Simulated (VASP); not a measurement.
Input of a VASP 6.6.1 run:

Contents of INCAR:

```
SYSTEM = Rh12O
PREC = Accurate
ENCUT = 520
EDIFF = 1E-7
ISMEAR = 0
SIGMA = 0.1
LREAL = .False.
LASPH = .True.
NELM = 120
ALGO = Normal
ISIF = 2
LWAVE = .False.
LCHARG = .False.
LDIPOL = .True.
IDIPOL = 3
DIPOL = 0.5 0.5 0.314
GGA = PE
IBRION = 2
NSW = 36
EDIFFG = -0.025
GGA_COMPAT = .False.
NELMIN = 4
NELMDL = -8
KPAR = 4
```

The input KPOINTS:

```
Automatic mesh
0
Gamma
  5 5 1
  0 0 0
```

POSCAR

```
Rh12O
1.0
    5.4165863251      0.0000000000      0.0000000000
    0.0000000000      5.4165863251      0.0000000000
    0.0000000000      0.0000000000     19.1737394690
Rh O
12 1
Selective dynamics
Direct
    0.2500000000      0.2500000000      0.2086186686  F F F
    0.2500000000      0.7500000000      0.2086186686  F F F
    0.7500000000      0.2500000000      0.2086186686  F F F
    0.7500000000      0.7500000000      0.2086186686  F F F
    0.0000000000      0.0000000000      0.3044995961  F F F
    0.0000000000      0.5000000000      0.3044995961  F F F
    0.5000000000      0.0000000000      0.3044995961  F F F
    0.5000000000      0.5000000000      0.3044995961  F F F
    0.2500000000      0.2500000000      0.4002213278  F F F
    0.2500000000      0.7500000000      0.4002213278  F F F
    0.7500000000      0.2500000000      0.4002213278  F F F
    0.7500000000      0.7500000000      0.4002213278  F F F
    0.5000000000      0.5000000000      0.4345730835  F F T
```

Potentials or basis: VASP PAW PBE potentials, release 64 (Rh_pv, O).

Command:

```bash
$ cat potpaw_PBE.64/Rh_pv/POTCAR potpaw_PBE.64/O/POTCAR > POTCAR
$ mpirun -np 4 vasp_std > vasp.out
```

Problem. What does it give for the energy gained by relaxing?

Solution. 41.3 meV/atom.

Problem. Estimate the band gap on the k mesh.

Solution. Zero (bands 93 and 94 overlap by 0.85 eV).

Final structure:
```xyz
13
Lattice="5.4166 0.0000 0.0000 0.0000 5.4166 0.0000 0.0000 0.0000 19.1737" Properties=species:S:1:pos:R:3 pbc="T T T"
Rh    1.3541    1.3541    4.0000
Rh    1.3541    4.0624    4.0000
Rh    4.0624    1.3541    4.0000
Rh    4.0624    4.0624    4.0000
Rh    0.0000    0.0000    5.8384
Rh    0.0000    2.7083    5.8384
Rh    2.7083    0.0000    5.8384
Rh    2.7083    2.7083    5.8384
Rh    1.3541    1.3541    7.6737
Rh    1.3541    4.0624    7.6737
Rh    4.0624    1.3541    7.6737
Rh    4.0624    4.0624    7.6737
O     2.7083    2.7083    8.6941
```
